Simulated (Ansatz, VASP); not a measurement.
Ti in VASP and in Ansatz

```
CELL_PARAMETERS angstrom
4.50565 0.00000 0.00000
-2.25282 3.90200 0.00000
0.00000 0.00000 2.78805
ATOMIC_POSITIONS crystal
Ti 0.66667 0.33333 0.50000
Ti 0.33333 0.66667 0.50000
Ti 0.00000 0.00000 0.00000
```

Change from the starting cell: volume scaled by 0.96.

Alike in both runs: task single point; functional PBE; k mesh 7 × 7 × 9; occupations fermi-dirac, width 0.05 eV; no spin polarisation.

|  | VASP | Ansatz |
| --- | --- | --- |
| version | VASP 6.6.1 | Ansatz 0.2.0 |
| potentials or method | VASP PAW PBE potentials, release 64 (Ti_sv), cutoff 520 eV | all-electron LAPW, scalar-relativistic |

Ansatz gave:

- gap on the k mesh at the Fermi level (eV): none
- pressure (GPa): 5.9
- traceless stress, the component that is largest in VASP (GPa): 0.07

Question: What did VASP give for the same quantities?

Answer: gap on the k mesh at the Fermi level (eV): none; pressure (GPa): 5.6; traceless stress, the component that is largest in VASP (GPa): 0.07.

A gap of «none» marks a metal or a gap that the smearing closes. Ansatz ran all-electron here, and VASP with PAW potentials.
